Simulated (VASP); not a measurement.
# Lu2Ir2O7 (Fd-3m) in VASP: single point with PBE

Aim: the single point of Lu2Ir2O7 with PBE.

All numbers are computed with VASP 6.6.1; they aren't measurements. Logs are shortened: lines on timing, memory, paths and dates and some standing lists are left out, and cuts for length are marked.

## 1. The cell of the first run

The structure is cubic, space group Fd-3m (No. 227). The conventional cell has a = 10.147 Å, b = 10.147 Å, c = 10.147 Å, α = 90.00°, β = 90.00°, γ = 90.00°. Lu (site symmetry -3m) has 8 O at 2.20 to 2.43 Å within 2.9 Å. Ir (site symmetry -3m) has 6 O at 2.01 Å within 2.7 Å. O (site symmetry 2mm) has 2 Ir at 2.01 Å and 2 Lu at 2.43 Å and 4 O at 2.59 Å within 2.7 Å. O (site symmetry -43m) has 4 Lu at 2.20 Å and 6 O at 2.90 Å within 3.0 Å.

## 2. Single point, PBE

INCAR reads:

```
PREC = Accurate
ENCUT = 520
EDIFF = 1E-6
ISMEAR = 0
SIGMA = 0.05
LREAL = Auto
LASPH = T
NELM = 60
ALGO = Normal
ISIF = 2
LWAVE = F
LCHARG = F
GGA = PE
NBANDS = 127
```

KPOINTS reads:

```
Automatic mesh
0
Gamma
  4 4 4
```

POSCAR reads:

```
Lu2Ir2O7
1.0
    0.0000000000      5.0734935610      5.0734935610
    5.0734935610      0.0000000000      5.0734935610
    5.0734935610      5.0734935610      0.0000000000
Lu Ir O
4 4 14
Direct
    0.1250000000      0.6250000000      0.6250000000
    0.6250000000      0.1250000000      0.6250000000
    0.6250000000      0.6250000000      0.1250000000
    0.6250000000      0.6250000000      0.6250000000
    0.6250000000      0.1250000000      0.1250000000
    0.1250000000      0.6250000000      0.1250000000
    0.1250000000      0.1250000000      0.6250000000
    0.1250000000      0.1250000000      0.1250000000
    0.2140982667      0.2140982667      0.7859017333
    0.7859017333      0.7859017333      0.2140982667
    0.2140982667      0.7859017333      0.2140982667
    0.7859017333      0.2140982667      0.7859017333
    0.7859017333      0.2140982667      0.2140982667
    0.2140982667      0.7859017333      0.7859017333
    0.0359017333      0.0359017333      0.4640982667
    0.4640982667      0.4640982667      0.0359017333
    0.0359017333      0.4640982667      0.0359017333
    0.4640982667      0.0359017333      0.4640982667
    0.4640982667      0.0359017333      0.0359017333
    0.0359017333      0.4640982667      0.4640982667
    0.7500000000      0.7500000000      0.7500000000
    0.5000000000      0.5000000000      0.5000000000
```

Potentials or basis: VASP PAW PBE potentials, release 64 (Lu, Ir, O).

On the command line:

```bash
cat potpaw_PBE.64/Lu/POTCAR potpaw_PBE.64/Ir/POTCAR potpaw_PBE.64/O/POTCAR > POTCAR
mpirun -np 1 vasp_std > vasp.out
```

OUTCAR:

```text
PREC = Accurate
   ENCUT = 520
   EDIFF = 1E-6
   ISMEAR = 0
   LREAL = Auto
   LASPH = T
   NELM = 60
   ISIF = 2
   GGA = PE

 ion  position               nearest neighbor table
   1  0.125  0.625  0.625-  21 2.20  22 2.20  14 2.43  15 2.43  17 2.43  20 2.43   9 2.43  11 2.43
                             7 3.59   4 3.59   6 3.59   3 3.59   6 3.59   8 3.59   2 3.59   7 3.59
   2  0.625  0.125  0.625-  21 2.20  22 2.20  13 2.43  15 2.43  18 2.43  19 2.43   9 2.43  12 2.43
                             7 3.59   4 3.59   5 3.59   3 3.59   5 3.59   8 3.59   1 3.59   3 3.59
   3  0.625  0.625  0.125-  21 2.20  22 2.20  13 2.43  16 2.43  17 2.43  19 2.43  10 2.43  11 2.43
                             6 3.59   4 3.59   5 3.59   1 3.59   2 3.59   4 3.59   2 3.59   5 3.59
   4  0.625  0.625  0.625-  21 2.20  22 2.20  14 2.43  16 2.43  18 2.43  20 2.43  10 2.43  12 2.43
                             3 3.59   1 3.59   2 3.59   3 3.59   5 3.59   6 3.59   2 3.59   5 3.59
   5  0.625  0.125  0.125-  10 2.01  12 2.01  13 2.01  16 2.01  18 2.01  19 2.01   2 3.59   3 3.59
                             2 3.59   4 3.59   3 3.59   4 3.59
   6  0.125  0.625  0.125-  10 2.01  11 2.01  14 2.01  16 2.01  17 2.01  20 2.01   1 3.59   3 3.59
                             1 3.59   4 3.59   3 3.59   4 3.59
   7  0.125  0.125  0.625-   9 2.01  12 2.01  14 2.01  15 2.01  18 2.01  20 2.01   1 3.59   2 3.59
                             1 3.59   4 3.59   2 3.59   4 3.59
   8  0.125  0.125  0.125-   9 2.01  11 2.01  13 2.01  15 2.01  17 2.01  19 2.01   1 3.59   2 3.59
                             1 3.59   3 3.59   2 3.59   3 3.59
   9  0.214  0.214  0.786-   7 2.01   8 2.01   1 2.43   2 2.43
  10  0.786  0.786  0.214-   5 2.01   6 2.01   3 2.43   4 2.43
  11  0.214  0.786  0.214-   6 2.01   8 2.01   1 2.43   3 2.43
  12  0.786  0.214  0.786-   5 2.01   7 2.01   2 2.43   4 2.43
  13  0.786  0.214  0.214-   5 2.01   8 2.01   2 2.43   3 2.43
  14  0.214  0.786  0.786-   6 2.01   7 2.01   1 2.43   4 2.43
  15  0.036  0.036  0.464-   7 2.01   8 2.01   1 2.43   2 2.43
  16  0.464  0.464  0.036-   5 2.01   6 2.01   3 2.43   4 2.43
  17  0.036  0.464  0.036-   6 2.01   8 2.01   1 2.43   3 2.43
  18  0.464  0.036  0.464-   5 2.01   7 2.01   2 2.43   4 2.43
  19  0.464  0.036  0.036-   5 2.01   8 2.01   2 2.43   3 2.43
  20  0.036  0.464  0.464-   6 2.01   7 2.01   1 2.43   4 2.43
  21  0.750  0.750  0.750-   1 2.20   2 2.20   3 2.20   4 2.20
  22  0.500  0.500  0.500-   1 2.20   2 2.20   3 2.20   4 2.20

  LATTYP: Found a face centered cubic cell.
 ALAT       =    10.1469871220

  Lattice vectors:

 A1 = (   0.0000000000,   5.0734935610,   5.0734935610)
 A2 = (   5.0734935610,   0.0000000000,   5.0734935610)
 A3 = (   5.0734935610,   5.0734935610,   0.0000000000)

Analysis of symmetry for initial positions (statically):
=====================================================================
 Subroutine PRICEL returns:
 Original cell was already a primitive cell.

 Routine SETGRP: Setting up the symmetry group for a
 face centered cubic supercell.

 Subroutine GETGRP returns: Found 48 space group operations
 (whereof 24 operations were pure point group operations)
 out of a pool of 48 trial point group operations.

The static configuration has the point symmetry T_d .
 The point group associated with its full space group is O_h .

Analysis of symmetry for dynamics (positions and initial velocities):
=====================================================================
 Subroutine PRICEL returns:
 Original cell was already a primitive cell.

 Routine SETGRP: Setting up the symmetry group for a
 face centered cubic supercell.

 Subroutine GETGRP returns: Found 48 space group operations
 (whereof 24 operations were pure point group operations)
 out of a pool of 48 trial point group operations.

The dynamic configuration has the point symmetry T_d .
 The point group associated with its full space group is O_h .

 Subroutine INISYM returns: Found 48 space group operations
 (whereof 24 operations are pure point group operations),
 and found     1 'primitive' translations

----------------------------------------------------------------------------------------

                                     Primitive cell

  volume of cell :     261.1869

  direct lattice vectors                    reciprocal lattice vectors
     0.000000000  5.073493561  5.073493561    -0.098551421  0.098551421  0.098551421
     5.073493561  0.000000000  5.073493561     0.098551421 -0.098551421  0.098551421
[... 59 lines left out ...]
 Grid dimensions read from file:
 generate k-points for:    4    4    4

 Generating k-lattice:

  Cartesian coordinates                     Fractional coordinates (reciprocal lattice)
    -0.024637855  0.024637855  0.024637855     0.250000000  0.000000000  0.000000000
     0.024637855 -0.024637855  0.024637855     0.000000000  0.250000000  0.000000000
     0.024637855  0.024637855 -0.024637855     0.000000000  0.000000000  0.250000000

  Length of vectors
     0.042674017  0.042674017  0.042674017

  Shift w.r.t. Gamma in fractional coordinates (k-lattice)
     0.000000000  0.000000000  0.000000000

 Subroutine IBZKPT returns following result:
 ===========================================

 Found      8 irreducible k-points:

 Following reciprocal coordinates:
            Coordinates               Weight
  0.000000  0.000000  0.000000      1.000000
  0.250000  0.000000  0.000000      8.000000
  0.500000  0.000000  0.000000      4.000000
  0.250000  0.250000  0.000000      6.000000
  0.500000  0.250000  0.000000     24.000000
 -0.250000  0.250000  0.000000     12.000000
  0.500000  0.500000  0.000000      3.000000
 -0.250000  0.500000  0.250000      6.000000
   k-points           NKPTS =      8   k-points in BZ     NKDIM =      8   number of bands    NBANDS=    127
   number of dos      NEDOS =    301   number of ions     NIONS =     22
   total plane-waves  NPLWV = 157464
   dimension x,y,z NGX =    54 NGY =   54 NGZ =   54
   dimension x,y,z NGXF=   108 NGYF=  108 NGZF=  108
   ions per type =               4   4  14
   NGX,Y,Z   is equivalent  to a cutoff of  12.51, 12.51, 12.51 a.u.
   NGXF,Y,Z  is equivalent  to a cutoff of  25.02, 25.02, 25.02 a.u.
 SYSTEM =  unknown system
   PREC   = accura    normal or accurate (medium, high low for compatibility)
   ISTART =      0    job   : 0-new  1-cont  2-samecut
   ICHARG =      2    charge: 1-file 2-atom 10-const
   ISPIN  =      1    spin polarized calculation?
   LNONCOLLINEAR =      F non collinear calculations
   LSORBIT =      F    spin-orbit coupling
   LASPH  =      T    aspherical Exc in radial PAW
   ENCUT  =  520.0 eV  38.22 Ry    6.18 a.u.  13.34 13.34 13.34*2*pi/ulx,y,z
   NELM   =     60;   NELMIN=  2; NELMDL= -5     # of ELM steps
   EDIFF  = 0.1E-05   stopping-criterion for ELM
   LREAL  =      T    real-space projection
   EDIFFG = 0.1E-04   stopping-criterion for IOM
   NSW    =      0    number of steps for IOM
   IBRION =     -1    ionic relax: 0-MD 1-quasi-New 2-CG
   NFREE  =      0    steps in history (QN), initial steepest desc. (CG)
   ISIF   =      2    stress and relaxation
   ISYM   =      2    0-nonsym 1-usesym 2-fastsym
   POTIM  = 0.5000    time-step for ionic-motion
   TEBEG  =    0.0;   TEEND  =   0.0 temperature during run
   PSTRESS=    0.0 pullay stress
   NELECT =     220.0000    total number of electrons
   NUPDOWN=      -1.0000    fix difference up-down
   EMIN   =  10.00;   EMAX   =-10.00  energy-range for DOS
   EFERMI =   0.00;   METHOD = LEGACY
   ISMEAR =     0;   SIGMA  =   0.05  broadening in eV -4-tet -1-fermi 0-gaus
   EFERMI_NEDOS =   21; number of points for ismear=-14 and -15
   IALGO  =     38    algorithm
   IMIX   =      4    mixing-type and parameters
     AMIX     =   0.40;   BMIX     =  1.00
     AMIX_MAG =   1.60;   BMIX_MAG =  1.00
  volume/ion in A,a.u.               =      11.87        80.12
  Fermi-wavevector in a.u.,A,eV,Ry     =   1.546080  2.921667 32.522866  2.390363
  Thomas-Fermi vector in A             =   2.651367
   LORBIT       =      0    0 simple, 1 ext, 2 COOP (PROOUT), +10 PAW based schemes
   GGA     = PE    functional components
   LHFCALC =     F    Hartree Fock is set to
   AEXX    =    0.0000 exact exchange contribution
   IVDW    =     0    specifies the selected vdW correction
   LEPSILON=     F    determine dielectric tensor
   LRPA    =     F    only Hartree local field effects (RPA)
 non-spin polarized calculation
 Gauss-broadening in eV      SIGMA  =   0.05
  energy-cutoff  :      520.00
  volume of cell :      261.19
 maximum number of plane-waves:      7060
 NGX is ok and might be reduce to    54
   NGX = 27   NGY = 27   NGZ = 27

 number of electron     220.0000031 magnetization

 Free energy of the ion-electron system (eV)
  ---------------------------------------------------
  ext. energy  EPLUGINS =         0.00000000
  ---------------------------------------------------
  free energy    TOTEN  =      -167.41540384 eV

  energy without entropy =     -167.40077823  energy(sigma->0) =     -167.40809104

 E-fermi :   4.5288     XC(G=0): -11.8078

 val. band max:        4.5124083018   @ k =   0.2500   0.0000   0.0000
 cond. band min:       4.5662400061   @ k =   0.2500   0.0000   0.0000
 fundamental gap:      0.0538317043
 Fermi energy:         4.5288407163

 k-point     1 :       0.0000    0.0000    0.0000
  band No.  band energies     occupation
      1     -50.7638      2.00000
      2     -50.7489      2.00000
      3     -50.7489      2.00000
      4     -50.7489      2.00000
      5     -22.1468      2.00000
      6     -21.6658      2.00000
[... 989 lines left out ...]
    121       8.7537      0.00000
    122       8.7537      0.00000
 [bands above 122 left out]

------------------------ aborting loop because EDIFF is reached ----------------------------------------

  FORCE on cell =-STRESS in cart. coord.  units (eV):
  Direction    XX          YY          ZZ          XY          YZ          ZX
  --------------------------------------------------------------------------------------
  -------------------------------------------------------------------------------------
  Total        2.5345523      2.5345523      2.5345523      0.0000000      0.0000000      0.0000000
  in kB       15.5474975     15.5474975     15.5474975      0.0000000      0.0000000      0.0000000
  external PRESSURE =      15.5474975 kB  Pullay stress =       0.0000000 kB

 VOLUME and BASIS-vectors are now :
 -----------------------------------------------------------------------------
  energy-cutoff  :      520.00
  volume of cell :      261.19
      direct lattice vectors                 reciprocal lattice vectors
     0.000000000  5.073493561  5.073493561    -0.098551421  0.098551421  0.098551421
     5.073493561  0.000000000  5.073493561     0.098551421 -0.098551421  0.098551421
     5.073493561  5.073493561  0.000000000     0.098551421  0.098551421 -0.098551421

 POSITION                                       TOTAL-FORCE (eV/Angst)
 -----------------------------------------------------------------------------------
      6.34187      3.80512      3.80512        -0.000000     -0.000000     -0.000000
      3.80512      6.34187      3.80512        -0.000000     -0.000000     -0.000000
      3.80512      3.80512      6.34187        -0.000000     -0.000000     -0.000000
      6.34187      6.34187      6.34187        -0.000000     -0.000000     -0.000000
      1.26837      3.80512      3.80512        -0.000000     -0.000000     -0.000000
      3.80512      1.26837      3.80512        -0.000000     -0.000000     -0.000000
[... 14 lines left out ...]
      7.61024      7.61024      7.61024        -0.000000     -0.000000     -0.000000
      5.07349      5.07349      5.07349        -0.000000     -0.000000     -0.000000
 -----------------------------------------------------------------------------------
    total drift:                               -0.000000     -0.000000      0.000000

  FREE ENERGIE OF THE ION-ELECTRON SYSTEM (eV)
  ---------------------------------------------------
  free  energy   TOTEN  =      -167.4154038442 eV

  energy  without entropy=     -167.4007782271  energy(sigma->0) =     -167.40809104
```

Wall time 16 min (1 thread of AMD EPYC 7R13 (Zen 3), shared host); peak memory 0.48 GiB.

Results:

* Free energy: -167.4154 eV
* Pressure: 1.6 GPa
* Largest force: 0.054 eV/Å
* Band gap on the k mesh: zero (bands 110 and 111 overlap by 0.15 eV)

Forces on the atoms (eV/Å):
```
Lu   0.000  0.000  0.000
Lu   0.000  0.000  0.000
Lu   0.000  0.000  0.000
Lu   0.000  0.000  0.000
Ir   0.000  0.000  0.000
Ir   0.000  0.000  0.000
Ir   0.000  0.000  0.000
Ir   0.000  0.000  0.000
O    0.000  0.000  0.054
O    0.000  0.000 -0.054
O    0.000  0.054  0.000
O    0.000 -0.054  0.000
O    0.054  0.000  0.000
O   -0.054  0.000  0.000
O    0.000  0.000 -0.054
O    0.000  0.000  0.054
O    0.000 -0.054  0.000
O    0.000  0.054  0.000
O   -0.054  0.000  0.000
O    0.054  0.000  0.000
O    0.000  0.000  0.000
O    0.000  0.000  0.000
```

Caveat: spin-orbit coupling is left out, which moves the levels of the heavy elements.

The gap in the log of VASP goes by the Fermi energy; the results here count the filled bands.